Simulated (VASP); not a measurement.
# Er (Im-3m) in VASP: a series of runs

Er is run at these levels: PBE, r2SCAN; tasks: single point.

Program: VASP 6.6.1. These are calculated values, not measurements. Logs are shortened: lines on timing, memory, paths and dates and some standing lists are left out, and cuts for length are marked.

## 1. The cell of the first run

Symmetry: Im-3m, No. 229, cubic system. The conventional cell has a = 4.081 Å, b = 4.081 Å, c = 4.081 Å, α = 90.00°, β = 90.00°, γ = 90.00°. Er (site symmetry m-3m) has 14 Er at 3.53 to 4.08 Å within 4.6 Å.

## 2. Single point, PBE, collinear spin, ferromagnetic start

File INCAR:

```
SYSTEM = Er
PREC = Accurate ; ENCUT = 520
EDIFF = 1E-7 ; ISMEAR = 0
SIGMA = 0.05 ; LREAL = .False.
LASPH = .True. ; NELM = 150
ALGO = Normal ; ISIF = 2
LWAVE = .False. ; LCHARG = .False.
ISPIN = 2 ; MAGMOM = 2.59
LORBIT = 11 ; LMAXMIX = 6
GGA = PE ; NBANDS = 21
```

File KPOINTS:

```
Automatic mesh
0
Gamma
  8 8 8
  0 0 0
```

File POSCAR:

```
Er
1.0
   -2.0403467533      2.0403467533      2.0403467533
    2.0403467533     -2.0403467533      2.0403467533
    2.0403467533      2.0403467533     -2.0403467533
Er
1
Direct
    0.0000000000      0.0000000000      0.0000000000
```

Potentials or basis: VASP PAW PBE potentials, release 64 (Er).

Command:

```bash
cat potpaw_PBE.64/Er/POTCAR > POTCAR
mpirun -np 1 vasp_std > vasp.out
```

OUTCAR:

```text
SYSTEM = Er
   PREC = Accurate
   ENCUT = 520
   EDIFF = 1E-7
   ISMEAR = 0
   LREAL = .False.
   LASPH = .True.
   NELM = 150
   ISIF = 2
   ISPIN = 2
   LORBIT = 11
   GGA = PE

 ion  position               nearest neighbor table
   1  0.000  0.000  0.000-

  LATTYP: Found a body centered cubic cell.
 ALAT       =     4.0806935066

  Lattice vectors:

 A1 = (  -2.0403467533,   2.0403467533,   2.0403467533)
 A2 = (   2.0403467533,  -2.0403467533,   2.0403467533)
 A3 = (   2.0403467533,   2.0403467533,  -2.0403467533)

Analysis of symmetry for initial positions (statically):
=====================================================================
 Subroutine PRICEL returns:
 Original cell was already a primitive cell.

 Routine SETGRP: Setting up the symmetry group for a
 body centered cubic supercell.

 Subroutine GETGRP returns: Found 48 space group operations
 (whereof 48 operations were pure point group operations)
 out of a pool of 48 trial point group operations.

The static configuration has the point symmetry O_h .

Analysis of symmetry for dynamics (positions and initial velocities):
=====================================================================
 Subroutine PRICEL returns:
 Original cell was already a primitive cell.

 Routine SETGRP: Setting up the symmetry group for a
 body centered cubic supercell.

 Subroutine GETGRP returns: Found 48 space group operations
 (whereof 48 operations were pure point group operations)
 out of a pool of 48 trial point group operations.

The dynamic configuration has the point symmetry O_h .

Analysis of structural, dynamic, and magnetic symmetry:
=====================================================================
 Subroutine PRICEL returns:
 Original cell was already a primitive cell.

 Routine SETGRP: Setting up the symmetry group for a
 body centered cubic supercell.

 Subroutine GETGRP returns: Found 48 space group operations
 (whereof 48 operations were pure point group operations)
 out of a pool of 48 trial point group operations.

The overall configuration has the point symmetry O_h .

 Subroutine INISYM returns: Found 48 space group operations
 (whereof 48 operations are pure point group operations),
 and found     1 'primitive' translations

----------------------------------------------------------------------------------------

                                     Primitive cell

  volume of cell :      33.9760

  direct lattice vectors                    reciprocal lattice vectors
    -2.040346753  2.040346753  2.040346753     0.000000000  0.245056385  0.245056385
     2.040346753 -2.040346753  2.040346753     0.245056385  0.000000000  0.245056385
     2.040346753  2.040346753 -2.040346753     0.245056385  0.245056385  0.000000000

  length of vectors
     3.533984242  3.533984242  3.533984242     0.346562064  0.346562064  0.346562064

  position of ions in fractional coordinates (direct lattice)
     0.000000000  0.000000000  0.000000000

  ion indices of the primitive-cell ions
   primitive index   ion index
                 1           1

----------------------------------------------------------------------------------------

 KPOINTS: Automatic mesh

Automatic generation of k-mesh.
 Grid dimensions read from file:
 generate k-points for:    8    8    8

 Generating k-lattice:

  Cartesian coordinates                     Fractional coordinates (reciprocal lattice)
     0.000000000  0.030632048  0.030632048     0.125000000  0.000000000  0.000000000
     0.030632048  0.000000000  0.030632048     0.000000000  0.125000000  0.000000000
     0.030632048  0.030632048  0.000000000     0.000000000  0.000000000  0.125000000

  Length of vectors
     0.043320258  0.043320258  0.043320258

  Shift w.r.t. Gamma in fractional coordinates (k-lattice)
     0.000000000  0.000000000  0.000000000

 Subroutine IBZKPT returns following result:
 ===========================================

 Found     29 irreducible k-points:

 Following reciprocal coordinates:
            Coordinates               Weight
  0.000000  0.000000  0.000000      1.000000
  0.125000  0.000000  0.000000     12.000000
  0.250000  0.000000  0.000000     12.000000
  0.375000  0.000000  0.000000     12.000000
  0.500000  0.000000  0.000000      6.000000
  0.125000  0.125000  0.000000     24.000000
[... 16 lines left out ...]
 -0.250000  0.250000  0.250000      6.000000
 -0.375000  0.375000  0.250000     24.000000
 [... further k-points ...]
   k-points           NKPTS =     29   k-points in BZ     NKDIM =     29   number of bands    NBANDS=     21
   number of dos      NEDOS =    301   number of ions     NIONS =      1
   total plane-waves  NPLWV =  21952
   dimension x,y,z NGX =    28 NGY =   28 NGZ =   28
   dimension x,y,z NGXF=    56 NGYF=   56 NGZF=   56
   ions per type =               1
   NGX,Y,Z   is equivalent  to a cutoff of  13.17, 13.17, 13.17 a.u.
   NGXF,Y,Z  is equivalent  to a cutoff of  26.34, 26.34, 26.34 a.u.
 SYSTEM =  Er
   PREC   = accura    normal or accurate (medium, high low for compatibility)
   ISTART =      0    job   : 0-new  1-cont  2-samecut
   ICHARG =      2    charge: 1-file 2-atom 10-const
   ISPIN  =      2    spin polarized calculation?
   LNONCOLLINEAR =      F non collinear calculations
   LSORBIT =      F    spin-orbit coupling
   LASPH  =      T    aspherical Exc in radial PAW
   ENCUT  =  520.0 eV  38.22 Ry    6.18 a.u.   6.57  6.57  6.57*2*pi/ulx,y,z
   NELM   =    150;   NELMIN=  2; NELMDL= -5     # of ELM steps
   EDIFF  = 0.1E-06   stopping-criterion for ELM
   LREAL  =      F    real-space projection
   EDIFFG = 0.1E-05   stopping-criterion for IOM
   NSW    =      0    number of steps for IOM
   IBRION =     -1    ionic relax: 0-MD 1-quasi-New 2-CG
   NFREE  =      0    steps in history (QN), initial steepest desc. (CG)
   ISIF   =      2    stress and relaxation
   ISYM   =      2    0-nonsym 1-usesym 2-fastsym
   POTIM  = 0.5000    time-step for ionic-motion
   TEBEG  =    0.0;   TEEND  =   0.0 temperature during run
   PSTRESS=    0.0 pullay stress
   NELECT =      22.0000    total number of electrons
   NUPDOWN=      -1.0000    fix difference up-down
   EMIN   =  10.00;   EMAX   =-10.00  energy-range for DOS
   EFERMI =   0.00;   METHOD = LEGACY
   ISMEAR =     0;   SIGMA  =   0.05  broadening in eV -4-tet -1-fermi 0-gaus
   EFERMI_NEDOS =   21; number of points for ismear=-14 and -15
   IALGO  =     38    algorithm
   IMIX   =      4    mixing-type and parameters
     AMIX     =   0.40;   BMIX     =  1.00
     AMIX_MAG =   1.60;   BMIX_MAG =  1.00
  volume/ion in A,a.u.               =      33.98       229.28
  Fermi-wavevector in a.u.,A,eV,Ry     =   1.416310  2.676438 27.292401  2.005935
  Thomas-Fermi vector in A             =   2.537658
   LORBIT       =     11    0 simple, 1 ext, 2 COOP (PROOUT), +10 PAW based schemes
   GGA     = PE    functional components
   LHFCALC =     F    Hartree Fock is set to
   AEXX    =    0.0000 exact exchange contribution
   IVDW    =     0    specifies the selected vdW correction
   LEPSILON=     F    determine dielectric tensor
   LRPA    =     F    only Hartree local field effects (RPA)
 spin polarized calculation
 Gauss-broadening in eV      SIGMA  =   0.05
  energy-cutoff  :      520.00
  volume of cell :       33.98
 maximum number of plane-waves:       939
 NGX is ok and might be reduce to    28
   NGX = 13   NGY = 13   NGZ = 13

 number of electron      21.9999993 magnetization       2.2277030

 Free energy of the ion-electron system (eV)
  ---------------------------------------------------
  ext. energy  EPLUGINS =         0.00000000
  ---------------------------------------------------
  free energy    TOTEN  =        -5.14502173 eV

  energy without entropy =       -5.13479174  energy(sigma->0) =       -5.13990673

 E-fermi :   2.2270     XC(G=0):  -9.7286

 val. band max:        2.2253617396   @ k =   0.0000   0.0000   0.0000
 cond. band min:       2.2312615665   @ k =   0.1250   0.0000   0.0000
 fundamental gap:      0.0058998269
 Fermi energy:         2.2270202456

 spin component 1

 k-point     1 :       0.0000    0.0000    0.0000
  band No.  band energies     occupation
      1     -47.4329      1.00000
      2     -21.2905      1.00000
      3     -21.2905      1.00000
      4     -21.2905      1.00000
      5      -2.8909      1.00000
      6      -0.6367      1.00000
[... 13 lines left out ...]
     20      13.1244      0.00000
     21      20.0881      0.00000

 k-point     2 :       0.1250    0.0000    0.0000
  band No.  band energies     occupation
      1     -47.4283      1.00000
      2     -21.3619      1.00000
      3     -21.3132      1.00000
      4     -21.2907      1.00000
      5      -2.4840      1.00000
      6      -0.6319      1.00000
[... 13 lines left out ...]
     20      14.1792      0.00000
     21      17.4122      0.00000

 k-point     3 :       0.2500    0.0000    0.0000
  band No.  band energies     occupation
      1     -47.4171      1.00000
      2     -21.5292      1.00000
      3     -21.3676      1.00000
      4     -21.2911      1.00000
      5      -1.4032      1.00000
      6      -0.6199      1.00000
[... 13 lines left out ...]
     20      15.8794      0.00000
     21      16.8922      0.00000
[... 457 lines left out ...]
 k-point    23 :      -0.2500    0.2500    0.2500
  band No.  band energies     occupation
      1     -47.4031      1.00000
      2     -21.5371      1.00000
      3     -21.4508      1.00000
      4     -21.4508      1.00000
      5      -0.6134      1.00000
      6      -0.5669      1.00000
[... 13 lines left out ...]
     20      15.2289      0.00000
     21      16.5224      0.00000

 k-point    24 :      -0.3750    0.3750    0.2500
  band No.  band energies     occupation
      1     -47.3932      1.00000
      2     -21.6373      1.00000
      3     -21.5085      1.00000
      4     -21.4637      1.00000
      5      -0.5905      1.00000
      6      -0.5459      1.00000
[... 13 lines left out ...]
     20      14.0825      0.00000
     21      16.9846      0.00000

 [... further k-points ...]

 spin component 2

 k-point     1 :       0.0000    0.0000    0.0000
  band No.  band energies     occupation
      1     -46.3806      1.00000
      2     -20.5563      1.00000
      3     -20.5562      1.00000
      4     -20.5562      1.00000
      5      -3.0122      1.00000
      6       1.2039      1.00000
[... 13 lines left out ...]
     20      13.0548      0.00000
     21      19.9973      0.00000

 k-point     2 :       0.1250    0.0000    0.0000
  band No.  band energies     occupation
      1     -46.3755      1.00000
      2     -20.6352      1.00000
      3     -20.5809      1.00000
      4     -20.5566      1.00000
      5      -2.5990      1.00000
      6       1.1804      1.00000
[... 13 lines left out ...]
     20      14.1694      0.00000
     21      17.3298      0.00000

 k-point     3 :       0.2500    0.0000    0.0000
  band No.  band energies     occupation
      1     -46.3631      1.00000
      2     -20.8195      1.00000
      3     -20.6399      1.00000
      4     -20.5575      1.00000
      5      -1.5038      1.00000
      6       1.1347      1.00000
[... 13 lines left out ...]
     20      15.8340      0.00000
     21      16.7480      0.00000
[... 457 lines left out ...]
 k-point    23 :      -0.2500    0.2500    0.2500
  band No.  band energies     occupation
      1     -46.3477      1.00000
      2     -20.8290      1.00000
      3     -20.7305      1.00000
      4     -20.7304      1.00000
      5      -0.2080      1.00000
      6       1.0806      1.00000
[... 13 lines left out ...]
     20      15.4364      0.00000
     21      16.6399      0.00000

 k-point    24 :      -0.3750    0.3750    0.2500
  band No.  band energies     occupation
      1     -46.3368      1.00000
      2     -20.9366      1.00000
      3     -20.7933      1.00000
      4     -20.7455      1.00000
      5       0.8469      1.00000
      6       1.0532      1.00000
[... 13 lines left out ...]
     20      14.1278      0.00000
     21      17.0714      0.00000

 [... further k-points ...]

------------------------ aborting loop because EDIFF is reached ----------------------------------------

  FORCE on cell =-STRESS in cart. coord.  units (eV):
  Direction    XX          YY          ZZ          XY          YZ          ZX
  --------------------------------------------------------------------------------------
  -------------------------------------------------------------------------------------
  Total       -0.0382890     -0.0382890     -0.0382890     -0.0000000     -0.0000000     -0.0000000
  in kB       -1.8055643     -1.8055643     -1.8055643     -0.0000000     -0.0000000     -0.0000000
  external PRESSURE =      -1.8055643 kB  Pullay stress =       0.0000000 kB

 VOLUME and BASIS-vectors are now :
 -----------------------------------------------------------------------------
  energy-cutoff  :      520.00
  volume of cell :       33.98
      direct lattice vectors                 reciprocal lattice vectors
    -2.040346753  2.040346753  2.040346753     0.000000000  0.245056385  0.245056385
     2.040346753 -2.040346753  2.040346753     0.245056385  0.000000000  0.245056385
     2.040346753  2.040346753 -2.040346753     0.245056385  0.245056385  0.000000000

 POSITION                                       TOTAL-FORCE (eV/Angst)
 -----------------------------------------------------------------------------------
      0.00000      0.00000      0.00000         0.000000      0.000000      0.000000
 -----------------------------------------------------------------------------------
    total drift:                               -0.000000     -0.000000     -0.000000

  FREE ENERGIE OF THE ION-ELECTRON SYSTEM (eV)
  ---------------------------------------------------
  free  energy   TOTEN  =        -5.1450217314 eV

  energy  without entropy=       -5.1347917354  energy(sigma->0) =       -5.13990673

 total charge

# of ion       s       p       d       f       tot
--------------------------------------------------
    1        2.132   5.758   0.339  11.384  19.613

 magnetization (x)

# of ion       s       p       d       f       tot
--------------------------------------------------
    1        0.003  -0.033  -0.028   2.417   2.360
```

It took 97 s on 1 thread of Intel Xeon Platinum 8559C (Emerald Rapids), shared host; peak memory 0.21 GiB.

What came out:

```yaml
Free_energy: -5.1450 eV
Pressure: -0.2 GPa
Net_moment: 2.23 μB per cell
Site_moments: Er +2.36 μB
Valence_electrons_inside_the_program's_atomic_spheres: Er 19.61
```

Levels at points of the mesh, in eV from the Fermi level:
Spin up:
| k point | band 9 | band 10 | band 11 | band 12 | band 13 | band 14 | band 15 | band 16 |
| --- | --- | --- | --- | --- | --- | --- | --- | --- |
| (0.00, 0.00, 0.00) | -2.01 | -1.93 | -1.93 | -1.93 | 2.37 | 2.37 | 2.37 | 4.47 |
| (0.50, 0.00, 0.00) | -2.00 | -1.97 | -1.94 | -1.87 | 0.76 | 0.86 | 4.26 | 5.18 |
| (0.50, 0.50, 0.50) | -2.01 | -2.01 | -2.01 | -0.96 | -0.96 | 5.64 | 5.64 | 5.64 |
Spin down:
```csv
k point,band 7,band 8,band 9,band 10,band 11,band 12,band 13,band 14
"(0.00, 0.00, 0.00)",-0.66,-0.66,-0.66,0.00,0.00,0.00,2.53,2.53
"(0.50, 0.00, 0.00)",-0.76,-0.73,-0.67,0.04,0.07,0.15,0.83,0.89
"(0.50, 0.50, 0.50)",-1.08,-0.77,-0.77,-0.77,0.21,0.21,0.21,5.63
```

Caveat: the magnetic or orbital state may not be the lowest; spin-orbit coupling is left out, which moves the levels of the heavy elements. The state reached can hang on the start; a lower one may exist.

## 3. Single point, r2SCAN, collinear spin, ferromagnetic start

POSCAR is that of step 2.

File INCAR.step1:

```
  PREC = Accurate
  ENCUT = 520
  ISMEAR = 0
  SIGMA = 0.05
  LREAL = F
  LASPH = T
  NELM = 150
  ISPIN = 2
  MAGMOM = 3
  LMAXMIX = 6
  NBANDS = 21
  GGA = PE
  ALGO = Normal
  EDIFF = 1E-4
  LWAVE = T
  LCHARG = F
```

File INCAR.step2:

```
  PREC = Accurate
  ENCUT = 520
  EDIFF = 1E-6
  ISMEAR = 0
  SIGMA = 0.05
  LREAL = F
  LASPH = T
  NELM = 150
  ALGO = Normal
  ISIF = 2
  LWAVE = F
  LCHARG = F
  ISPIN = 2
  MAGMOM = 3
  LORBIT = 11
  LMAXMIX = 6
  METAGGA = R2SCAN
  LMIXTAU = T
  NBANDS = 21
  ISTART = 1
```

File KPOINTS:

```
regular mesh
0
Gamma
  14 14 14
```

Potentials or basis: VASP PAW PBE potentials, release 64 (Er).

Command:

```bash
cat potpaw_PBE.64/Er/POTCAR > POTCAR
cp INCAR.step1 INCAR
mpirun -np 1 vasp_std > vasp.out
cp INCAR.step2 INCAR
mpirun -np 1 vasp_std > vasp.out
```

It took 12 min on 1 thread of Intel Xeon Platinum 8559C (Emerald Rapids), shared host; peak memory 0.28 GiB.

Results (log left out):

| Item | Value |
| --- | --- |
| Free energy | -35.6149 eV |
| Pressure | -0.3 GPa |
| Net moment | 2.81 μB per cell |
| Site moments | Er +2.60 μB |
| Valence electrons inside the program's atomic spheres | Er 19.49 |

Levels at points of the mesh, in eV from the Fermi level:
Spin up:
| k point | band 10 | band 11 | band 12 | band 13 | band 14 | band 15 |
| --- | --- | --- | --- | --- | --- | --- |
| (0.00, 0.00, 0.00) | -3.07 | -3.07 | -3.07 | 2.40 | 2.40 | 2.40 |
| (0.50, 0.00, 0.00) | -2.98 | -2.98 | -2.20 | 0.34 | 0.66 | 4.27 |
| (0.50, 0.50, 0.50) | -2.94 | -2.94 | -1.39 | -1.39 | 5.57 | 5.57 |
Spin down:
| k point | band 8 | band 9 | band 10 | band 11 | band 12 | band 13 |
| --- | --- | --- | --- | --- | --- | --- |
| (0.00, 0.00, 0.00) | -2.06 | 0.07 | 0.07 | 0.07 | 1.38 | 2.83 |
| (0.50, 0.00, 0.00) | -1.82 | -0.04 | 0.00 | 0.05 | 0.86 | 1.06 |
| (0.50, 0.50, 0.50) | -1.10 | -1.10 | -0.05 | -0.05 | -0.05 | 1.13 |

Caveat: the magnetic or orbital state may not be the lowest; the PAW data sets were made with another functional, which shifts forces and pressure a little; spin-orbit coupling is left out, which moves the levels of the heavy elements. The state reached can hang on the start; a lower one may exist.
